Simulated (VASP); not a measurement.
# CaSe in VASP: single point with PBE

Aim: the single point of CaSe with PBE.

Everything below comes from runs of VASP 6.6.1. Logs are shortened: lines on timing, memory, paths and dates and some standing lists are left out, and cuts for length are marked.

### 1 The cell of the first run

The cell holds a disordered packing, 16 atoms: a = 7.400 Å, b = 7.411 Å, c = 9.333 Å, α = 97.66°, β = 123.04°, γ = 80.16°.

### 2 Single point, PBE

INCAR reads:

```
PREC = Accurate
ENCUT = 520
EDIFF = 1E-7
ISMEAR = 0
SIGMA = 0.1
LREAL = Auto
LASPH = True
NELM = 80
ALGO = Normal
ISIF = 2
LWAVE = False
LCHARG = True
GGA = PE
LELF = True
LVHAR = True
ISYM = 0
NBANDS = 78
```

KPOINTS reads:

```
Automatic mesh
0
Gamma
  1 1 1
  0.25 0.25 0.25
```

POSCAR reads:

```
CaSe
1.0
    6.9806067279      0.5907195199     -2.3847808262
    0.5770459971      7.3771221597     -0.4152891052
   -2.2585001322     -0.5648984323      9.0383051858
Ca Se
8 8
Direct
    0.2090830256      0.6501396864      0.3913870516
    0.3341067391      0.4001283043      0.0164090539
    0.5840318947      0.9001408065      0.2662978622
    0.0839894788      0.9001213258      0.7663017072
    0.8341001982      0.4001881041      0.5164314608
    0.4590793546      0.1501584219      0.6413422191
    0.7090501226      0.6501367700      0.8913678735
    0.9590499060      0.1501452461      0.1413230110
    0.7715863057      0.5251677732      0.2039007761
    0.3965547751      0.2751337729      0.3288811479
    0.1465265835      0.7751174525      0.0788493853
    0.5214929898      1.0251143359     -0.0461486024
    0.0215041177      0.0251046021      0.4538154943
    0.2715743517      0.5251576276      0.7039110434
    0.8965997574      0.2751670503      0.8289031202
    0.6465086642      0.7751091928      0.5788192748
```

Potentials or basis: VASP PAW PBE potentials, release 64 (Ca_sv, Se).

Launch:

```sh
cat potpaw_PBE.64/Ca_sv/POTCAR potpaw_PBE.64/Se/POTCAR > POTCAR
mpirun -np 1 vasp_std > vasp.out
```

OUTCAR:

```text
PREC = Accurate
   ENCUT = 520
   EDIFF = 1E-7
   ISMEAR = 0
   LREAL = Auto
   LASPH = True
   NELM = 80
   ISIF = 2
   GGA = PE
   ISYM = 0

 ion  position               nearest neighbor table
   1  0.209  0.650  0.391-  11 2.95  14 2.95  16 2.97   9 2.97
   2  0.334  0.400  0.016-  10 2.95  14 2.95  15 2.97   9 2.97
   3  0.584  0.900  0.266-  12 2.95  16 2.95  13 2.97  11 2.97
   4  0.084  0.900  0.766-  13 2.95  11 2.95  16 2.97  12 2.97
   5  0.834  0.400  0.516-  15 2.95   9 2.95  14 2.97  10 2.97
   6  0.459  0.150  0.641-  10 2.95  12 2.95  15 2.97  13 2.97
[... 8 lines left out ...]
  15  0.897  0.275  0.829-   8 2.95   5 2.95   2 2.97   6 2.97
  16  0.647  0.775  0.579-   7 2.95   3 2.95   1 2.97   4 2.97

IMPORTANT INFORMATION: All symmetrisations will be switched off!
NOSYMM: (Re-)initialisation of all symmetry stuff for point group C_1.

----------------------------------------------------------------------------------------

                                     Primitive cell

  volume of cell :     422.3232

  direct lattice vectors                    reciprocal lattice vectors
     6.980606728  0.590719520 -2.384780826     0.157325208 -0.010128706  0.038679521
     0.577045997  7.377122160 -0.415289105    -0.009452344  0.136641383  0.006178192
    -2.258500132 -0.564898432  9.038305186     0.041076361  0.003605868  0.121129780

  length of vectors
     7.400337792  7.411300728  9.333321687     0.162326575  0.137107200  0.127955825

  position of ions in fractional coordinates (direct lattice)
     0.209083026  0.650139686  0.391387052
     0.334106739  0.400128304  0.016409054
     0.584031895  0.900140806  0.266297862
     0.083989479  0.900121326  0.766301707
     0.834100198  0.400188104  0.516431461
     0.459079355  0.150158422  0.641342219
[... 8 lines left out ...]
     0.896599757  0.275167050  0.828903120
     0.646508664  0.775109193  0.578819275

  ion indices of the primitive-cell ions
   primitive index   ion index
                 1           1
                 2           2
                 3           3
                 4           4
                 5           5
                 6           6
[... 8 lines left out ...]
                15          15
                16          16

----------------------------------------------------------------------------------------

 KPOINTS: Automatic mesh

Automatic generation of k-mesh.
 Grid dimensions read from file:
 generate k-points for:    1    1    1

[... 44 lines left out ...]
   NFREE  =      0    steps in history (QN), initial steepest desc. (CG)
   ISIF   =      2    stress and relaxation
   ISYM   =      0    0-nonsym 1-usesym 2-fastsym
   POTIM  = 0.5000    time-step for ionic-motion
   TEBEG  =    0.0;   TEEND  =   0.0 temperature during run
   PSTRESS=    0.0 pullay stress
   NELECT =     128.0000    total number of electrons
   NUPDOWN=      -1.0000    fix difference up-down
   EMIN   =  10.00;   EMAX   =-10.00  energy-range for DOS
   EFERMI =   0.00;   METHOD = LEGACY
   ISMEAR =     0;   SIGMA  =   0.10  broadening in eV -4-tet -1-fermi 0-gaus
   EFERMI_NEDOS =   21; number of points for ismear=-14 and -15
   IALGO  =     38    algorithm
   IMIX   =      4    mixing-type and parameters
     AMIX     =   0.40;   BMIX     =  1.00
     AMIX_MAG =   1.60;   BMIX_MAG =  1.00
  volume/ion in A,a.u.               =      26.40       178.12
  Fermi-wavevector in a.u.,A,eV,Ry     =   1.099672  2.078079 16.453233  1.209279
  Thomas-Fermi vector in A             =   2.236070
   LORBIT       =      0    0 simple, 1 ext, 2 COOP (PROOUT), +10 PAW based schemes
   GGA     = PE    functional components
   LHFCALC =     F    Hartree Fock is set to
   AEXX    =    0.0000 exact exchange contribution
   IVDW    =     0    specifies the selected vdW correction
   LEPSILON=     F    determine dielectric tensor
   LRPA    =     F    only Hartree local field effects (RPA)
 non-spin polarized calculation
 Gauss-broadening in eV      SIGMA  =   0.10
  energy-cutoff  :      520.00
  volume of cell :      422.32
 maximum number of plane-waves:     11379
 NGX is ok and might be reduce to    56
   NGX = 27   NGY = 27   NGZ = 35

 number of electron     127.9999998 magnetization

 Free energy of the ion-electron system (eV)
  ---------------------------------------------------
  ext. energy  EPLUGINS =         0.00000000
  ---------------------------------------------------
  free energy    TOTEN  =       -76.39033044 eV

  energy without entropy =      -76.39033044  energy(sigma->0) =      -76.39033044

 E-fermi :   2.2748     XC(G=0):  -9.0804

 val. band max:        1.7564222950   @ k =   0.2500   0.2500   0.2500
 cond. band min:       5.0806068031   @ k =   0.2500   0.2500   0.2500
 fundamental gap:      3.3241845081
 Fermi energy:         2.2747957308

 k-point     1 :       0.2500    0.2500    0.2500
  band No.  band energies     occupation
      1     -37.5221      2.00000
      2     -37.5210      2.00000
      3     -37.5194      2.00000
      4     -37.5188      2.00000
      5     -37.5185      2.00000
      6     -37.5182      2.00000
[... 68 lines left out ...]
     75       6.9141      0.00000
     76       6.9533      0.00000
 [bands above 76 left out]

------------------------ aborting loop because EDIFF is reached ----------------------------------------

  FORCE on cell =-STRESS in cart. coord.  units (eV):
  Direction    XX          YY          ZZ          XY          YZ          ZX
  --------------------------------------------------------------------------------------
  -------------------------------------------------------------------------------------
  Total        0.0257070      0.2530860      0.3102489      0.0682028     -0.2647437     -0.3486922
  in kB        0.0975253      0.9601381      1.1769984      0.2587424     -1.0043643     -1.3228415
  external PRESSURE =       0.7448873 kB  Pullay stress =       0.0000000 kB

 VOLUME and BASIS-vectors are now :
 -----------------------------------------------------------------------------
  energy-cutoff  :      520.00
  volume of cell :      422.32
      direct lattice vectors                 reciprocal lattice vectors
     6.980606728  0.590719520 -2.384780826     0.157325208 -0.010128706  0.038679521
     0.577045997  7.377122160 -0.415289105    -0.009452344  0.136641383  0.006178192
    -2.258500132 -0.564898432  9.038305186     0.041076361  0.003605868  0.121129780

 POSITION                                       TOTAL-FORCE (eV/Angst)
 -----------------------------------------------------------------------------------
      0.95074      4.69858      2.76886        -0.003276      0.000183     -0.001698
      2.52610      3.13989     -0.81463        -0.002101      0.000571     -0.000832
      3.99489      6.83502      0.64027        -0.002897     -0.000323      0.001018
     -0.62498      6.25704      6.35196        -0.001782      0.000540      0.000331
      4.88709      3.15322      2.51233        -0.002362     -0.001315     -0.002582
      1.84283      1.01663      4.63948        -0.004251     -0.000920      0.000381
[... 8 lines left out ...]
      4.54552      2.09133      5.23941        -0.001193      0.001411      0.003373
      3.65303      5.77301      3.36787         0.008131      0.001068      0.000157
 -----------------------------------------------------------------------------------
    total drift:                                0.034807     -0.002085      0.014664

  FREE ENERGIE OF THE ION-ELECTRON SYSTEM (eV)
  ---------------------------------------------------
  free  energy   TOTEN  =       -76.3903304360 eV

  energy  without entropy=      -76.3903304360  energy(sigma->0) =      -76.39033044
```

Run time: 52 s. Hardware: 1 thread of Intel Xeon 6975P-C (Granite Rapids), shared host; peak memory 0.46 GiB.

Results:

```yaml
Free_energy: -76.3903 eV
Pressure: 0.1 GPa
Largest_force: 0.008 eV/Å
```

Forces on the atoms (eV/Å):
```
Ca  -0.003  0.000 -0.002
Ca  -0.002  0.001 -0.001
Ca  -0.003  0.000  0.001
Ca  -0.002  0.001  0.000
Ca  -0.002 -0.001 -0.003
Ca  -0.004 -0.001  0.000
Ca  -0.002  0.001 -0.001
Ca  -0.003 -0.001  0.001
Se   0.003 -0.005  0.001
Se   0.000  0.003  0.004
Se   0.008  0.000  0.000
Se   0.000  0.002 -0.004
Se   0.000  0.004 -0.001
Se   0.004 -0.005  0.000
Se  -0.001  0.001  0.003
Se   0.008  0.001  0.000
```

Stress tensor (GPa, compression positive):
```
 0.01  0.03 -0.13
 0.03  0.10 -0.10
-0.13 -0.10  0.12
```

Levels at points of the mesh, in eV from the Fermi level:
```tsv
k point	band 61	band 62	band 63	band 64	band 65	band 66	band 67	band 68
(0.25, 0.25, 0.25)	-0.67	-0.62	-0.59	-0.52	2.81	3.35	3.45	3.47
```

Caveat: the k points lie up to 0.90 Å⁻¹ apart, too coarse for converged energies, forces and pressures.
